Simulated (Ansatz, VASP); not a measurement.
Hg: VASP beside Ansatz

Contents of INCAR:

```
SYSTEM = Hg
  PREC = Accurate
  ENCUT = 520
  EDIFF = 1E-6
  ISMEAR = 0
  SIGMA = 0.05
  LREAL = .FALSE.
  LASPH = .TRUE.
  NELM = 80
  ALGO = Normal
  ISIF = 2
  LWAVE = .FALSE.
  LCHARG = .FALSE.
  GGA = PE
  NBANDS = 12
```

File KPOINTS:

```
regular mesh
0
G
  12 12 12
  0 0 0
```

The input POSCAR:

```
Hg
1.0
    0.0000000000      2.3609600468      2.3609600468
    2.3609600468      0.0000000000      2.3609600468
    2.3609600468      2.3609600468      0.0000000000
Hg
1
Direct
    0.0000000000      0.0000000000      0.0000000000
```

Input for Ansatz:

```yaml
crystal:
  lattice:
    - [0.0, 2.3609600468, 2.3609600468]
    - [2.3609600468, 0.0, 2.3609600468]
    - [2.3609600468, 2.3609600468, 0.0]
  atoms:
    - { symbol: Hg, position: [0.0, 0.0, 0.0] }
basis:
  ecutwfc: 420
kpoints:
  mp_grid: { grid: [12, 12, 12] }
hamiltonian:
  xc: pbe
scf:
  occupations: { method: gaussian, width: 0.05 }
output:
  forces: true
  stress: true
  eigenvalues: true
  populations: true
```

Alike in both runs: task single point; functional PBE; k mesh 12 × 12 × 12; occupations gaussian, width 0.05 eV; no spin polarisation.

```csv
,VASP,Ansatz
version,VASP 6.6.1,Ansatz 0.2.0
potentials or method,"VASP PAW PBE potentials, release 64 (Hg), cutoff 520 eV","scalar-relativistic, plane waves, PAW"
valence electrons in the cell,12,20
```

Ansatz gave:

```
gap on the k mesh at the Fermi level (eV) : none
pressure (GPa)                            : 1.1
```

Q: What did VASP give for the same quantities?

A: gap on the k mesh at the Fermi level (eV): none; pressure (GPa): 1.3.

A gap of «none» marks a metal or a gap that the smearing closes. With one functional, cell and mesh, what is left measures potentials, basis and numerics. VASP's potentials hold 12 valence electrons a cell and Ansatz's 20, so a difference there can come from the potentials and not from the codes.

Spin-orbit coupling is off throughout.
